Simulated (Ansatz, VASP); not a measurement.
**Two plane-wave programs on SiAs4**

```
CELL_PARAMETERS angstrom
3.54908 0.00000 0.00000
-1.77454 3.07359 0.00000
0.00000 0.00000 9.54824
ATOMIC_POSITIONS crystal
Si 0.00000 0.00000 0.00000
As 0.33333 0.66667 0.84253
As 0.33333 0.66667 0.42362
As 0.66667 0.33333 0.15747
As 0.66667 0.33333 0.57638
```

Change from the starting cell: species swapped into the Co4H type (P-3m1, No. 164).

Alike in both runs: task relaxation of cell and atoms; functional PBE; k mesh 12 × 12 × 4; occupations gaussian, width 0.1 eV; no spin polarisation.

|  | VASP | Ansatz |
| --- | --- | --- |
| version | VASP 6.6.1 | Ansatz 0.2.0 |
| potentials or method | VASP PAW PBE potentials, release 64 (Si, As), cutoff 600 eV | scalar-relativistic, plane waves, PAW |
| valence electrons in the cell | 24 | 64 |

VASP gave:

| Property | Result |
| --- | --- |
| gap on the k mesh at the Fermi level, each at its own relaxed structure (eV) | none |
| relaxed volume (Å³/atom) | 21.97 |
| relaxed length of the cell vector where the two differ most in proportion (Å) | 10.305 |

Which values does Ansatz return?

gap on the k mesh at the Fermi level, each at its own relaxed structure (eV): none; relaxed volume (Å³/atom): 21.96; relaxed length of the cell vector where the two differ most in proportion (Å): 10.333.

A gap of «none» marks a metal or a gap that the smearing closes. VASP's potentials hold 24 valence electrons a cell and Ansatz's 64, so a difference there can come from the potentials and not from the codes.
